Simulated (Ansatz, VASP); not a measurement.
## One calculation of SrCl2, two programs

File INCAR:

```
SYSTEM = SrCl2
  PREC = Accurate
  ENCUT = 520
  EDIFF = 1E-6
  ISMEAR = 0
  SIGMA = 0.01
  LREAL = .False.
  LASPH = .True.
  NELM = 100
  ALGO = Normal
  ISIF = 2
  LWAVE = .False.
  LCHARG = .False.
  GGA = PE
  NBANDS = 19
```

File KPOINTS:

```
Automatic mesh
0
Gamma
  6 6 6
  0 0 0
```

The input POSCAR:

```
SrCl2
1.0
    0.0000000000      3.5895695509      3.5895695509
    3.5895695509      0.0000000000      3.5895695509
    3.5895695509      3.5895695509      0.0000000000
Sr Cl
1 2
Direct
    0.0000000000      0.0000000000      0.0000000000
    0.2500000000      0.2500000000      0.2500000000
    0.7500000000      0.7500000000      0.7500000000
```

Input for Ansatz:

```yaml
crystal:
  lattice:
    - [0.0, 3.5895695509, 3.5895695509]
    - [3.5895695509, 0.0, 3.5895695509]
    - [3.5895695509, 3.5895695509, 0.0]
  atoms:
    - { symbol: Sr, position: [0.0, 0.0, 0.0] }
    - { symbol: Cl, position: [0.25, 0.25, 0.25] }
    - { symbol: Cl, position: [0.75, 0.75, 0.75] }
kpoints:
  mp_grid: { grid: [6, 6, 6] }
hamiltonian:
  xc: pbe
scf:
  occupations: { method: fixed }
  n_extra_bands: 4
output:
  forces: true
  stress: true
  eigenvalues: true
```

Alike in both runs: task single point; functional PBE; k mesh 6 × 6 × 6; no spin polarisation.

|  | VASP | Ansatz |
| --- | --- | --- |
| version | VASP 6.6.1 | Ansatz 0.2.0 |
| potentials or method | VASP PAW PBE potentials, release 64 (Sr_sv, Cl) | plane waves, PAW |
| plane-wave cutoff (eV) | 520 | 420 |
| occupations | gaussian, width 0.01 eV | fixed |
| valence electrons in the cell | 24 | 24 |

VASP gave:

| Item | Value |
| --- | --- |
| gap on the k mesh at the Fermi level (eV) | 5.01 |
| pressure (GPa) | -1.7 |

Problem. What did Ansatz give for the same quantities?

Solution. gap on the k mesh at the Fermi level (eV): 5.02; pressure (GPa): -1.7.
